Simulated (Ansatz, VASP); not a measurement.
## MgO in VASP and in Ansatz

```
Mg O
1.0
     0.00000    2.10714    2.10714
     2.10714    0.00000    2.10714
     2.10714    2.10714    0.00000
Mg O
1 1
Direct
  0.00000 0.00000 0.00000
  0.50000 0.50000 0.50000
```

Alike in both runs: functional PBEsol; k mesh 20 × 20 × 20; occupations fermi-dirac, width 0.08 eV; no spin polarisation.

Ansatz relaxed the structure, and its values are those at the end. VASP's run is a single point on that final structure, the one shown.

|  | VASP | Ansatz |
| --- | --- | --- |
| version | VASP 6.6.1 | Ansatz 0.2.0 |
| potentials or method | VASP PAW PBE potentials, release 64 (Mg, O) | PAW with Ansatz's default frozen-core files, scalar-relativistic |
| plane-wave cutoff (eV) | 520 | 420 |
| valence electrons in the cell | 8 | 16 |

```tsv
	VASP	Ansatz	Ansatz less VASP
gap on the k mesh at the Fermi level (eV)	4.62	4.62	0.000
pressure (GPa)	-0.5	0.0	+0.51
```

VASP's potentials were made for PBE, not for PBEsol. VASP's potentials hold 8 valence electrons a cell and Ansatz's 16, so a difference there can come from the potentials and not from the codes.
